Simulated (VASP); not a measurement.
Write the native input for VASP 6.6.1 that does the following.

```yaml
Task: single point
Functional: HSE06
Potentials_or_basis: VASP PAW PBE potentials, release 64 (Al)
Cutoff: 520 eV
k_mesh: 13 × 13 × 13
Occupations: fermi-dirac, width 0.05 eV
Spin: no spin polarisation
Dipole_correction: no
Grid_for_exact_exchange_PRECFOCK: Normal
Further_INCAR_settings: ALGO = Normal; EDIFF = 1e-07; NBANDS = 8
Share_of_exact_exchange: 0.25
Screening_parameter: 0.2079 1/Å
```

The system is Al.

```
CELL_PARAMETERS angstrom
0.00000 2.00738 2.00738
2.00738 0.00000 2.00738
2.00738 2.00738 0.00000
ATOMIC_POSITIONS crystal
Al 0.00000 0.00000 0.00000
```

One way to write it, as run:

POSCAR

```
Al
1.0
    0.0000000000      2.0073810000      2.0073810000
    2.0073810000      0.0000000000      2.0073810000
    2.0073810000      2.0073810000      0.0000000000
Al
1
Direct
    0.0000000000      0.0000000000      0.0000000000
```

INCAR.step1

```
SYSTEM = Al
ALGO = Normal ; EDIFF = 1E-5
ENCUT = 520 ; GGA = PE
ISIF = 2 ; ISMEAR = -1
LASPH = .True. ; LCHARG = .False.
LREAL = .False. ; LWAVE = .True.
NBANDS = 8 ; NELM = 80
PREC = Accurate ; SIGMA = 0.05
```

INCAR.step2

```
SYSTEM = Al
ALGO = Normal ; EDIFF = 1E-7
ENCUT = 520 ; GGA = PE
HFSCREEN = 0.2079 ; ISIF = 2
ISMEAR = -1 ; ISTART = 1
LASPH = .True. ; LCHARG = .False.
LHFCALC = .True. ; LREAL = .False.
LWAVE = .False. ; NBANDS = 8
NELM = 80 ; PREC = Accurate
PRECFOCK = Normal ; SIGMA = 0.05
```

KPOINTS

```
k-points
0
Gamma
  13 13 13
  0 0 0
```

Potentials or basis: VASP PAW PBE potentials, release 64 (Al).

The run is started by

```console
$ cat potpaw_PBE.64/Al/POTCAR > POTCAR
$ cp INCAR.step1 INCAR
$ mpirun -np 1 vasp_std > vasp.out
$ cp INCAR.step2 INCAR
$ mpirun -np 1 vasp_std > vasp.out
```

Results of the run:

```yaml
Pressure: 0.4 GPa
Band_gap_on_the_k_mesh: zero (an odd number of electrons rules out a gap without spin polarisation)
```

Caveat: the PAW data sets were made with another functional, which shifts forces and pressure a little.

Wall time 51 min on 1 thread of Intel(R) Xeon(R) Platinum 8259CL CPU @ 2.50GHz (Skylake/Cascade Lake) (shared host), peak memory 0.3 GiB.
